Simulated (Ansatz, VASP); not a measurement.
Two plane-wave programs on W

File INCAR:

```
SYSTEM = W
  PREC = Accurate
  ENCUT = 520
  EDIFF = 1E-7
  ISMEAR = 1
  SIGMA = 0.6
  LREAL = .False.
  LASPH = .True.
  NELM = 80
  ALGO = Normal
  ISIF = 2
  LWAVE = .False.
  LCHARG = .False.
  GGA = PE
  NBANDS = 13
```

KPOINTS

```
regular mesh
0
Gamma
  14 14 14
  0 0 0
```

Contents of POSCAR:

```
W
1.0
   -1.5921723362      1.5921723362      1.5921723362
    1.5921723362     -1.5921723362      1.5921723362
    1.5921723362      1.5921723362     -1.5921723362
W
1
Direct
    0.0000000000      0.0000000000      0.0000000000
```

Input for Ansatz:

```yaml
crystal:
  lattice:
    - [-1.5921723362, 1.5921723362, 1.5921723362]
    - [1.5921723362, -1.5921723362, 1.5921723362]
    - [1.5921723362, 1.5921723362, -1.5921723362]
  atoms:
    - { symbol: W, position: [0.0, 0.0, 0.0] }
hamiltonian:
  xc: pbe
  pseudopotentials:
    kind: paw
    azcp:
      W: "pseudopotentials/W.paw.azcp"
basis:
  ecutwfc: 420
  fft_grid_basis: typed
kpoints:
  mp_grid: { grid: [14, 14, 14], shift: [0, 0, 0] }
magnetization:
  spin_polarized: false
scf:
  occupations: { method: cold, width: 0.6 }
  lower_state_search: "off"
output:
  stress: true
```

Alike in both runs: task single point; functional PBE; k mesh 14 × 14 × 14; no spin polarisation.

```csv
,VASP,Ansatz
version,VASP 6.6.1,Ansatz 0.2.0
potentials or method,"VASP PAW PBE potentials, release 64 (W_sv), cutoff 520 eV","plane waves (420 eV) with PAW, scalar-relativistic"
occupations,"methfessel-paxton of order 1, width 0.6 eV","cold, width 0.6 eV"
valence electrons in the cell,14,14
```

|  | VASP | Ansatz | Ansatz less VASP |
| --- | --- | --- | --- |
| pressure (GPa) | 0.3 | -0.3 | -0.60 |

Spin-orbit coupling is off throughout.
